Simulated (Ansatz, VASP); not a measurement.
# Fe: VASP beside Ansatz

File INCAR:

```
SYSTEM = Fe
ALGO     = Normal         ! electronic algorithm
EDIFF    = 1E-6           ! SCF threshold, eV
ENCUT    = 520            ! plane-wave cutoff, eV
GGA      = PS             ! functional
ISIF     = 2              ! what is computed and relaxed
ISMEAR   = 1              ! smearing method
ISPIN    = 2              ! spin polarisation
IVDW     = 12             ! dispersion correction
LASPH    = .TRUE.         ! aspherical terms in the spheres
LCHARG   = .FALSE.        ! write CHGCAR
LMAXMIX  = 4              ! l up to which the mixer works
LORBIT   = 11             ! projections on sites
LREAL    = .FALSE.        ! projectors in reciprocal space
LWAVE    = .FALSE.        ! write WAVECAR
MAGMOM   = 3              ! initial moments
NBANDS   = 14             ! bands
NELM     = 150            ! most SCF steps
PREC     = Accurate       ! precision mode
SIGMA    = 0.1            ! smearing width, eV
```

The input KPOINTS:

```
k-points
0
G
  13 13 13
  0 0 0
```

File POSCAR:

```
Fe
1.0
   -1.4430000000      1.4430000000      1.4430000000
    1.4430000000     -1.4430000000      1.4430000000
    1.4430000000      1.4430000000     -1.4430000000
Fe
1
Direct
    0.0000000000      0.0000000000      0.0000000000
```

File input.yaml:

```yaml
crystal:
  lattice:
    - [-1.443, 1.443, 1.443]
    - [1.443, -1.443, 1.443]
    - [1.443, 1.443, -1.443]
  atoms:
    - { symbol: Fe, position: [0.0, 0.0, 0.0], spin: 3.0 }
hamiltonian:
  xc: pbesol
  pseudopotentials: { kind: paw, accuracy: standard, xc_functional: pbe }
  dispersion: d3bj
magnetization:
  spin_polarized: true
kpoints:
  mp_grid: { grid: [13, 13, 13] }
scf:
  occupations: { method: methfessel_paxton, width: 0.1 }
output:
  forces: true
  stress: true
  eigenvalues: true
```

Alike in both runs: task single point; functional PBEsol; dispersion D3(BJ); k mesh 13 × 13 × 13; occupations methfessel-paxton of order 1, width 0.1 eV; collinear spin.

```csv
,VASP,Ansatz
version,VASP 6.6.1,Ansatz 0.2.0
potentials or method,"VASP PAW PBE potentials, release 64 (Fe)",SSSP efficiency PAW
plane-wave cutoff (eV),520,1225
valence electrons in the cell,8,16
```

|  | VASP | Ansatz | Ansatz less VASP |
| --- | --- | --- | --- |
| gap on the k mesh at the Fermi level (eV) | none | none | - |
| pressure (GPa) | -21.5 | -21.5 | -0.05 |
| net moment per atom (μB) | 2.30 | 2.27 | -0.031 |
| size of the moment on the site where the two differ most (μB) | 2.30 | 2.31 | +0.016 |

VASP's potentials were made for PBE, not for PBEsol. Site moments also hang on the region over which each program counts them. A gap of «none» marks a metal or a gap that the smearing closes. VASP's potentials hold 8 valence electrons a cell and Ansatz's 16, so a difference there can come from the potentials and not from the codes.
